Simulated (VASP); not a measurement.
# SiO2 (Cristobalite) (P4_12_12) in VASP: notebook

SiO2 (Cristobalite) is run at these levels: PBE, r2SCAN; tasks: electric field gradients.

All numbers are computed with VASP 6.6.1; they aren't measurements. Logs are shortened: lines on timing, memory, paths and dates and some standing lists are left out, and cuts for length are marked.

### Step 1. The cell of the first run

Symmetry: P4_12_12, No. 92, tetragonal system. Conventional cell: a = 4.746 Å, b = 4.746 Å, c = 6.445 Å, α = 90.00°, β = 90.00°, γ = 90.00°. Within 2.1 Å of Si (site symmetry 2) lie 4 O at 1.57 to 1.63 Å. O (site symmetry 1) has 2 Si at 1.57 to 1.63 Å within 2.1 Å.

### Step 2. Electric field gradients, PBE

Contents of INCAR:

```
PREC     = Accurate       # precision mode
ENCUT    = 520            # plane-wave cutoff, eV
EDIFF    = 1E-8           # SCF threshold, eV
ISMEAR   = -1             # smearing method
SIGMA    = 0.02           # smearing width, eV
LREAL    = False          # projectors in reciprocal space
LASPH    = True           # aspherical terms in the spheres
NELM     = 80             # most SCF steps
ALGO     = Normal         # electronic algorithm
ISIF     = 2              # what is computed and relaxed
LWAVE    = False          # write WAVECAR
LCHARG   = False          # write CHGCAR
GGA      = PE             # functional
LEFG     = True         
NBANDS   = 44             # bands
```

Contents of KPOINTS:

```
regular mesh
0
Gamma
  5 5 3
```

Contents of POSCAR:

```
SiO2
1.0
    4.7460000000      0.0000000000      0.0000000000
    0.0000000000      4.7460000000      0.0000000000
    0.0000000000      0.0000000000      6.4450000000
Si O
4 8
Direct
    0.3237000000      0.3237000000      0.0000000000
    0.1763000000      0.8237000000      0.2500000000
    0.6763000000      0.6763000000      0.5000000000
    0.8237000000      0.1763000000      0.7500000000
    0.2338000000      0.1546000000      0.1992000000
    0.3454000000      0.7338000000      0.4492000000
    0.7662000000      0.8454000000      0.6992000000
    0.6546000000      0.2662000000      0.9492000000
    0.7338000000      0.3454000000      0.5508000000
    0.8454000000      0.7662000000      0.3008000000
    0.2662000000      0.6546000000      0.0508000000
    0.1546000000      0.2338000000      0.8008000000
```

Potentials or basis: VASP PAW PBE potentials, release 64 (Si, O).

Run with:

```bash
$ cat potpaw_PBE.64/Si/POTCAR potpaw_PBE.64/O/POTCAR > POTCAR
$ mpirun -np 1 vasp_std > vasp.out
```

OUTCAR:

```text
PREC = Accurate
   ENCUT = 520
   EDIFF = 1E-8
   ISMEAR = -1
   LREAL = False
   LASPH = True
   NELM = 80
   ISIF = 2
   GGA = PE

 ion  position               nearest neighbor table
   1  0.324  0.324  0.000-   5 1.57  12 1.57  11 1.63   8 1.63   2 2.95   4 2.95   2 2.95   4 2.95

   2  0.176  0.824  0.250-   6 1.57  11 1.57  10 1.63   5 1.63   1 2.95   3 2.95   1 2.95   3 2.95

   3  0.676  0.676  0.500-   7 1.57  10 1.57   9 1.63   6 1.63   2 2.95   4 2.95   4 2.95   2 2.95

   4  0.824  0.176  0.750-   8 1.57   9 1.57   7 1.63  12 1.63   1 2.95   3 2.95   3 2.95   1 2.95

   5  0.234  0.155  0.199-   1 1.57   2 1.63
   6  0.345  0.734  0.449-   2 1.57   3 1.63
   7  0.766  0.845  0.699-   3 1.57   4 1.63
   8  0.655  0.266  0.949-   4 1.57   1 1.63
   9  0.734  0.345  0.551-   4 1.57   3 1.63
  10  0.845  0.766  0.301-   3 1.57   2 1.63
  11  0.266  0.655  0.051-   2 1.57   1 1.63
  12  0.155  0.234  0.801-   1 1.57   4 1.63

  LATTYP: Found a simple tetragonal cell.
 ALAT       =     4.7460000000
 C/A-ratio  =     1.3579856721

  Lattice vectors:

 A1 = (   4.7460000000,   0.0000000000,   0.0000000000)
 A2 = (   0.0000000000,   4.7460000000,   0.0000000000)
 A3 = (   0.0000000000,   0.0000000000,   6.4450000000)

Analysis of symmetry for initial positions (statically):
=====================================================================
 Subroutine PRICEL returns:
 Original cell was already a primitive cell.

 Routine SETGRP: Setting up the symmetry group for a
 simple tetragonal supercell.

 Subroutine GETGRP returns: Found  8 space group operations
 (whereof  2 operations were pure point group operations)
 out of a pool of 16 trial point group operations.

The static configuration has the point symmetry C_2 .
 The point group associated with its full space group is D_4 .

Analysis of symmetry for dynamics (positions and initial velocities):
=====================================================================
 Subroutine PRICEL returns:
 Original cell was already a primitive cell.

 Routine SETGRP: Setting up the symmetry group for a
 simple tetragonal supercell.

 Subroutine GETGRP returns: Found  8 space group operations
[... 742 lines left out ...]
  energy-cutoff  :      520.00
  volume of cell :      145.17
      direct lattice vectors                 reciprocal lattice vectors
     4.746000000  0.000000000  0.000000000     0.210703751  0.000000000  0.000000000
     0.000000000  4.746000000  0.000000000     0.000000000  0.210703751  0.000000000
     0.000000000  0.000000000  6.445000000     0.000000000  0.000000000  0.155159038

 POSITION                                       TOTAL-FORCE (eV/Angst)
 -----------------------------------------------------------------------------------
      1.53628      1.53628      0.00000         1.219930      1.219930      0.000000
      0.83672      3.90928      1.61125        -1.219930      1.219930      0.000000
      3.20972      3.20972      3.22250        -1.219930     -1.219930      0.000000
      3.90928      0.83672      4.83375         1.219930     -1.219930     -0.000000
      1.10961      0.73373      1.28384        -0.650556     -0.911759      1.638389
      1.63927      3.48261      2.89509         0.911759     -0.650556      1.638389
      3.63639      4.01227      4.50634         0.650556      0.911759      1.638389
      3.10673      1.26339      6.11759        -0.911759      0.650556      1.638389
      3.48261      1.63927      3.54991        -0.650556      0.911759     -1.638389
      4.01227      3.63639      1.93866         0.911759      0.650556     -1.638389
      1.26339      3.10673      0.32741         0.650556     -0.911759     -1.638389
      0.73373      1.10961      5.16116        -0.911759     -0.650556     -1.638389
 -----------------------------------------------------------------------------------
    total drift:                               -0.000001      0.000001     -0.000000

  FREE ENERGIE OF THE ION-ELECTRON SYSTEM (eV)
  ---------------------------------------------------
  free  energy   TOTEN  =       -93.9308923061 eV

  energy  without entropy=      -93.9308923061  energy(sigma->0) =      -93.93089231

 Electric field gradients (V/A^2)
---------------------------------------------------------------------
 ion       V_xx      V_yy      V_zz      V_xy      V_xz      V_yz
---------------------------------------------------------------------
   1       6.781     6.781   -13.563    -2.594    -1.048     1.048
   2       6.781     6.781   -13.563     2.594    -1.048    -1.048
   3       6.781     6.781   -13.563    -2.594     1.048    -1.048
   4       6.781     6.781   -13.563     2.594     1.048     1.048
   5     -38.924    40.728    -1.804    28.297   -18.519   -44.678
   6      40.728   -38.924    -1.804   -28.297    44.678   -18.519
   7     -38.924    40.728    -1.804    28.297    18.519    44.678
   8      40.728   -38.924    -1.804   -28.297   -44.678    18.519
   9     -38.924    40.728    -1.804   -28.297    18.519   -44.678
  10      40.728   -38.924    -1.804    28.297   -44.678   -18.519
  11     -38.924    40.728    -1.804   -28.297   -18.519    44.678
  12      40.728   -38.924    -1.804    28.297    44.678    18.519
---------------------------------------------------------------------

 Electric field gradients after diagonalization (V/A^2)
 (convention: |V_zz| > |V_xx| > |V_yy|)
----------------------------------------------------------------------
 ion       V_xx      V_yy      V_zz     asymmetry (V_yy - V_xx)/ V_zz
----------------------------------------------------------------------
   1       9.470     4.188   -13.658       0.387
   2       9.470     4.188   -13.658       0.387
   3       9.470     4.188   -13.658       0.387
   4       9.470     4.188   -13.658       0.387
   5     -48.662   -30.004    78.666       0.237
   6     -48.662   -30.004    78.666       0.237
   7     -48.662   -30.004    78.666       0.237
   8     -48.662   -30.004    78.666       0.237
   9     -48.662   -30.004    78.666       0.237
  10     -48.662   -30.004    78.666       0.237
  11     -48.662   -30.004    78.666       0.237
  12     -48.662   -30.004    78.666       0.237
----------------------------------------------------------------------

           NMR quadrupolar parameters

 Cq : quadrupolar parameter    Cq=e*Q*V_zz/h
 eta: asymmetry parameters     (V_yy - V_xx)/ V_zz
 Q  : nuclear electric quadrupole moment in mb (millibarn)
----------------------------------------------------------------------
 ion       Cq(MHz)       eta       Q (mb)
----------------------------------------------------------------------
   1      -0.033       0.387       1.000
   2      -0.033       0.387       1.000
   3      -0.033       0.387       1.000
   4      -0.033       0.387       1.000
   5       0.190       0.237       1.000
   6       0.190       0.237       1.000
   7       0.190       0.237       1.000
   8       0.190       0.237       1.000
   9       0.190       0.237       1.000
  10       0.190       0.237       1.000
  11       0.190       0.237       1.000
  12       0.190       0.237       1.000
----------------------------------------------------------------------
```

Run time: 71 s. Hardware: 1 thread of Intel Xeon Platinum 8259CL at 2.50GHz (Skylake/Cascade Lake), shared host; peak memory 0.25 GiB.

What came out:

```yaml
Free_energy: -93.9309 eV
Pressure: 14.6 GPa
Largest_force: 1.985 eV/Å
Band_gap_on_the_k_mesh: 6.13 eV, direct
```

Forces in eV/Å, atoms in the order of the input:
```
Si   1.220  1.220  0.000
Si  -1.220  1.220  0.000
Si  -1.220 -1.220  0.000
Si   1.220 -1.220  0.000
O   -0.651 -0.912  1.638
O    0.912 -0.651  1.638
O    0.651  0.912  1.638
O   -0.912  0.651  1.638
O   -0.651  0.912 -1.638
O    0.912  0.651 -1.638
O    0.651 -0.912 -1.638
O   -0.912 -0.651 -1.638
```

Stress tensor (GPa, compression positive):
```
10.20  0.00  0.00
 0.00 10.20  0.00
 0.00  0.00 23.36
```

Levels at points of the mesh, in eV from the valence-band top:
| k point | band 29 | band 30 | band 31 | band 32 | band 33 | band 34 | band 35 | band 36 |
| --- | --- | --- | --- | --- | --- | --- | --- | --- |
| (0.00, 0.00, 0.00) | -0.71 | -0.45 | -0.45 | 0.00 | 6.13 | 9.04 | 9.04 | 9.29 |

Electric field gradients, principal values (V/Å²):
| atom | least | middle | greatest (by size) |
| --- | --- | --- | --- |
| 1 Si | 4.188 | 9.470 | -13.658 |
| 2 Si | 4.188 | 9.470 | -13.658 |
| 3 Si | 4.188 | 9.470 | -13.658 |
| 4 Si | 4.188 | 9.470 | -13.658 |
| 5 O | -30.004 | -48.662 | 78.666 |
| 6 O | -30.004 | -48.662 | 78.666 |
| 7 O | -30.004 | -48.662 | 78.666 |
| 8 O | -30.004 | -48.662 | 78.666 |
| 9 O | -30.004 | -48.662 | 78.666 |
| 10 O | -30.004 | -48.662 | 78.666 |
| 11 O | -30.004 | -48.662 | 78.666 |
| 12 O | -30.004 | -48.662 | 78.666 |

Caveat: without QUAD_EFG the Cq values of the log hold for a quadrupole moment of 1 mb, not for the nuclei; forces of over 1 eV/Å act on the atoms, so gaps and moduli don't describe the material at rest. A k mesh can miss the band edges.

### Step 3. Electric field gradients, r2SCAN

Contents of POSCAR:

```
SiO2
1.0
    4.7460000000      0.0000000000      0.0000000000
    0.0000000000      4.7460000000      0.0000000000
    0.0000000000      0.0000000000      6.4450000000
Si O
4 8
Direct
    0.3280853935      0.3280853935      0.0000000000
    0.1719146065      0.8280853935      0.2500000000
    0.6719146065      0.6719146065      0.5000000000
    0.8280853935      0.1719146065      0.7500000000
    0.2265871520      0.1604066420      0.2069126698
    0.3395933580      0.7265871520      0.4569126698
    0.7734128480      0.8395933580      0.7069126698
    0.6604066420      0.2734128480      0.9569126698
    0.7265871520      0.3395933580      0.5430873302
    0.8395933580      0.7734128480      0.2930873302
    0.2734128480      0.6604066420      0.0430873302
    0.1604066420      0.2265871520      0.7930873302
```

Contents of INCAR.step1:

```
ALGO = Normal
EDIFF = 1E-4
ENCUT = 520
GGA = PE
ISMEAR = -1
LASPH = True
LCHARG = False
LREAL = False
LWAVE = True
NBANDS = 44
NELM = 60
PREC = Accurate
SIGMA = 0.02
```

Contents of INCAR.step2:

```
ALGO = Normal
EDIFF = 1E-8
ENCUT = 520
ISIF = 2
ISMEAR = -1
ISTART = 1
LASPH = True
LCHARG = False
LEFG = True
LMIXTAU = True
LREAL = False
LWAVE = False
METAGGA = R2SCAN
NBANDS = 44
NELM = 60
PREC = Accurate
SIGMA = 0.02
```

Contents of KPOINTS:

```
k-points
0
Gamma
  5 5 3
```

Potentials or basis: VASP PAW PBE potentials, release 64 (Si, O).

Run with:

```bash
$ cat potpaw_PBE.64/Si/POTCAR potpaw_PBE.64/O/POTCAR > POTCAR
$ cp INCAR.step1 INCAR
$ mpirun -np 1 vasp_std > vasp.out
$ cp INCAR.step2 INCAR
$ mpirun -np 1 vasp_std > vasp.out
```

OUTCAR:

```text
EDIFF = 1E-8
   ENCUT = 520
   ISIF = 2
   ISMEAR = -1
   ISTART = 1
   LASPH = True
   LREAL = False
   METAGGA = R2SCAN
   NELM = 60
   PREC = Accurate

 ion  position               nearest neighbor table
   1  0.328  0.328  0.000-   8 1.62  11 1.62   5 1.63  12 1.63   2 2.96   4 2.96   2 2.96   4 2.96

   2  0.172  0.828  0.250-   5 1.62  10 1.62   6 1.63  11 1.63   1 2.96   3 2.96   1 2.96   3 2.96

   3  0.672  0.672  0.500-   6 1.62   9 1.62   7 1.63  10 1.63   2 2.96   4 2.96   4 2.96   2 2.96

   4  0.828  0.172  0.750-   7 1.62  12 1.62   9 1.63   8 1.63   1 2.96   3 2.96   3 2.96   1 2.96

   5  0.227  0.160  0.207-   2 1.62   1 1.63
   6  0.340  0.727  0.457-   3 1.62   2 1.63
   7  0.773  0.840  0.707-   4 1.62   3 1.63
   8  0.660  0.273  0.957-   1 1.62   4 1.63
   9  0.727  0.340  0.543-   3 1.62   4 1.63
  10  0.840  0.773  0.293-   2 1.62   3 1.63
  11  0.273  0.660  0.043-   1 1.62   2 1.63
  12  0.160  0.227  0.793-   4 1.62   1 1.63

  LATTYP: Found a simple tetragonal cell.
 ALAT       =     4.7460000000
 C/A-ratio  =     1.3579856721

  Lattice vectors:

 A1 = (   4.7460000000,   0.0000000000,   0.0000000000)
 A2 = (   0.0000000000,   4.7460000000,   0.0000000000)
 A3 = (   0.0000000000,   0.0000000000,   6.4450000000)

Analysis of symmetry for initial positions (statically):
[... 802 lines left out ...]
   4      -0.716    -0.716     1.433    -2.221    -4.359    -4.359
   5     -45.438    40.096     5.342    26.417   -21.334   -45.139
   6      40.096   -45.438     5.342   -26.417    45.139   -21.334
   7     -45.438    40.096     5.342    26.417    21.334    45.139
   8      40.096   -45.438     5.342   -26.417   -45.139    21.334
   9     -45.438    40.096     5.342   -26.417    21.334   -45.139
  10      40.096   -45.438     5.342    26.417   -45.139   -21.334
  11     -45.438    40.096     5.342   -26.417   -21.334    45.139
  12      40.096   -45.438     5.342    26.417    45.139    21.334
---------------------------------------------------------------------

 Electric field gradients after diagonalization (V/A^2)
 (convention: |V_zz| > |V_xx| > |V_yy|)
----------------------------------------------------------------------
 ion       V_xx      V_yy      V_zz     asymmetry (V_yy - V_xx)/ V_zz
----------------------------------------------------------------------
   1       5.788     1.505    -7.292       0.587
   2       5.788     1.505    -7.292       0.587
   3       5.788     1.505    -7.292       0.587
   4       5.788     1.505    -7.292       0.587
   5     -54.781   -25.431    80.213       0.366
   6     -54.781   -25.431    80.213       0.366
   7     -54.781   -25.431    80.213       0.366
   8     -54.781   -25.431    80.213       0.366
   9     -54.781   -25.431    80.213       0.366
  10     -54.781   -25.431    80.213       0.366
  11     -54.781   -25.431    80.213       0.366
  12     -54.781   -25.431    80.213       0.366
----------------------------------------------------------------------

           NMR quadrupolar parameters

 Cq : quadrupolar parameter    Cq=e*Q*V_zz/h
 eta: asymmetry parameters     (V_yy - V_xx)/ V_zz
 Q  : nuclear electric quadrupole moment in mb (millibarn)
----------------------------------------------------------------------
 ion       Cq(MHz)       eta       Q (mb)
----------------------------------------------------------------------
   1      -0.018       0.587       1.000
   2      -0.018       0.587       1.000
   3      -0.018       0.587       1.000
   4      -0.018       0.587       1.000
   5       0.194       0.366       1.000
   6       0.194       0.366       1.000
   7       0.194       0.366       1.000
   8       0.194       0.366       1.000
   9       0.194       0.366       1.000
  10       0.194       0.366       1.000
  11       0.194       0.366       1.000
  12       0.194       0.366       1.000
----------------------------------------------------------------------
```

OSZICAR.step1:

```text
N       E                     dE             d eps       ncg     rms          rms(c)
DAV:   1     0.370109582018E+03    0.37011E+03   -0.33540E+04  1056   0.135E+03
DAV:   2    -0.808612695791E+02   -0.45097E+03   -0.43993E+03  1308   0.311E+02
DAV:   3    -0.106066942477E+03   -0.25206E+02   -0.25089E+02  1304   0.773E+01
DAV:   4    -0.106365307341E+03   -0.29836E+00   -0.29781E+00  1328   0.932E+00
DAV:   5    -0.106370243621E+03   -0.49363E-02   -0.49330E-02  1280   0.117E+00    0.287E+01
DAV:   6    -0.942603915292E+02    0.12110E+02   -0.45485E+01  1252   0.316E+01    0.138E+01
DAV:   7    -0.943142435867E+02   -0.53852E-01   -0.15041E+00  1304   0.520E+00    0.502E+00
DAV:   8    -0.943183152053E+02   -0.40716E-02   -0.63261E-02  1260   0.167E+00    0.196E+00
DAV:   9    -0.943345128032E+02   -0.16198E-01   -0.31559E-02  1168   0.114E+00    0.346E-01
DAV:  10    -0.943361386455E+02   -0.16258E-02   -0.38265E-03  1328   0.295E-01    0.114E-01
DAV:  11    -0.943361347381E+02    0.39075E-05   -0.79549E-04  1168   0.151E-01
   1 F= -.94336135E+02 E0= -.94336135E+02  d E =-.112743E-11
```

It took 4.7 min on 1 thread of Intel Xeon Platinum 8259CL at 2.50GHz (Skylake/Cascade Lake), shared host; peak memory 0.27 GiB.

What came out:

| Quantity | Value |
| --- | --- |
| Free energy | -118.8154 eV |
| Pressure | 0.2 GPa |
| Largest force | 0.361 eV/Å |
| Band gap on the k mesh | 6.54 eV, direct |

Forces in eV/Å, atoms in the order of the input:
```
Si   0.062  0.062  0.000
Si  -0.062  0.062  0.000
Si  -0.062 -0.062  0.000
Si   0.062 -0.062  0.000
O    0.060 -0.194 -0.299
O    0.194  0.060 -0.299
O   -0.060  0.194 -0.299
O   -0.194 -0.060 -0.299
O    0.060  0.194  0.299
O    0.194 -0.060  0.299
O   -0.060 -0.194  0.299
O   -0.194  0.060  0.299
```

Electric field gradients, principal values (V/Å²):
```tsv
atom	least	middle	greatest (by size)
1 Si	1.505	5.788	-7.292
2 Si	1.505	5.788	-7.292
3 Si	1.505	5.788	-7.292
4 Si	1.505	5.788	-7.292
5 O	-25.431	-54.781	80.213
6 O	-25.431	-54.781	80.213
7 O	-25.431	-54.781	80.213
8 O	-25.431	-54.781	80.213
9 O	-25.431	-54.781	80.213
10 O	-25.431	-54.781	80.213
11 O	-25.431	-54.781	80.213
12 O	-25.431	-54.781	80.213
```

Caveat: without QUAD_EFG the Cq values of the log hold for a quadrupole moment of 1 mb, not for the nuclei; the PAW data sets were made with another functional, which shifts forces and pressure a little. r2SCAN opens gaps a little over a GGA but as a rule still falls short of measured ones.
